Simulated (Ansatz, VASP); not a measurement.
**One calculation of Rb, two programs**

```
Rb
1.0
    -2.76391    2.76391    2.72182
     2.76391   -2.76391    2.72182
     2.76391    2.76391   -2.72182
Rb
1
Direct
  0.00000 0.00000 0.00000
```

Change from the starting cell: strain -0.015 along x and y, -0.030 along z, atoms carried along.

Alike in both runs: task single point; functional PBEsol; k mesh 12 × 12 × 12; occupations gaussian, width 0.15 eV; no spin polarisation.

```csv
,VASP,Ansatz
version,VASP 6.6.1,Ansatz 0.2.0
potentials or method,"VASP PAW PBE potentials, release 64 (Rb_sv), cutoff 520 eV","scalar-relativistic, plane waves, PAW"
valence electrons in the cell,9,9
```

|  | VASP | Ansatz | Ansatz less VASP |
| --- | --- | --- | --- |
| gap on the k mesh at the Fermi level (eV) | none | none | - |
| pressure (GPa) | 0.1 | 0.1 | 0.00 |

VASP's potentials were made for PBE, not for PBEsol. A gap of «none» marks a metal or a gap that the smearing closes. With one functional, cell and mesh, what is left measures potentials, basis and numerics.
